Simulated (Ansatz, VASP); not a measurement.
**Two plane-wave programs on AlFe**

INCAR

```
ALGO = Normal
EDIFF = 1E-7
ENCUT = 520
GGA = PE
ISIF = 2
ISMEAR = -1
ISPIN = 2
LASPH = T
LCHARG = F
LMAXMIX = 4
LORBIT = 11
LREAL = F
LWAVE = F
MAGMOM = 2 -2 -2 2 0 0 0 0
NBANDS = 36
NELM = 150
PREC = Accurate
SIGMA = 0.1
```

KPOINTS

```
k-points
0
Gamma
  1 1 1
```

File POSCAR:

```
AlFe
1.0
    6.1952055240      0.0000000000      0.0000000000
    0.0000000000      6.1952055240      0.0000000000
    0.0000000000      0.0000000000      3.0976027620
Fe Al
4 4
Direct
    0.0054509800     -0.0034117650      0.0241960780
   -0.0087450980      0.5067843140      0.0289019610
    0.5092156860      0.0045882350      0.0275686270
    0.4958823530      0.4955686270      0.0131372550
    0.2541960780      0.2529411760      0.5278823530
    0.2549019610      0.7532549020      0.5187058820
    0.7456470590      0.2463529410      0.5292941180
    0.7403921570      0.7504313730      0.5258431370
```

Input for Ansatz:

```yaml
crystal:
  lattice:
    - [6.195205524, 0.0, 0.0]
    - [0.0, 6.195205524, 0.0]
    - [0.0, 0.0, 3.097602762]
  atoms:
    - { symbol: Fe, position: [0.00545098, -0.003411765, 0.024196078], spin: 2.0 }
    - { symbol: Al, position: [0.254196078, 0.252941176, 0.527882353] }
    - { symbol: Fe, position: [-0.008745098, 0.506784314, 0.028901961], spin: -2.0 }
    - { symbol: Al, position: [0.254901961, 0.753254902, 0.518705882] }
    - { symbol: Fe, position: [0.509215686, 0.004588235, 0.027568627], spin: -2.0 }
    - { symbol: Al, position: [0.745647059, 0.246352941, 0.529294118] }
    - { symbol: Fe, position: [0.495882353, 0.495568627, 0.013137255], spin: 2.0 }
    - { symbol: Al, position: [0.740392157, 0.750431373, 0.525843137] }
hamiltonian:
  xc: pbe
  pseudopotentials: { kind: nc }
kpoints:
  mp_grid: { grid: [1, 1, 1], shift: [0, 0, 0] }
magnetization:
  spin_polarized: true
scf:
  occupations: { method: fermi_dirac }
```

Alike in both runs: task single point; functional PBE; k mesh 1 × 1 × 1; collinear spin.

|  | VASP | Ansatz |
| --- | --- | --- |
| version | VASP 6.6.1 | Ansatz development build ahead of 0.2.0 |
| potentials or method | VASP PAW PBE potentials, release 64 (Fe, Al) | norm-conserving potentials, plane waves, scalar-relativistic |
| plane-wave cutoff (eV) | 520 | 1225 |
| occupations | fermi-dirac, width 0.1 eV | fermi-dirac |

Ansatz gave:

```
net moment per atom (μB)                                      : 0.04
size of the moment on the site where the two differ most (μB) : 2.05
```

Which values does VASP return?

net moment per atom (μB): 0.05; size of the moment on the site where the two differ most (μB): 2.42.

Site moments also hang on the region over which each program counts them. Ansatz's warnings: stability check not made.

The k mesh is coarse, so the values compare programs but aren't converged.
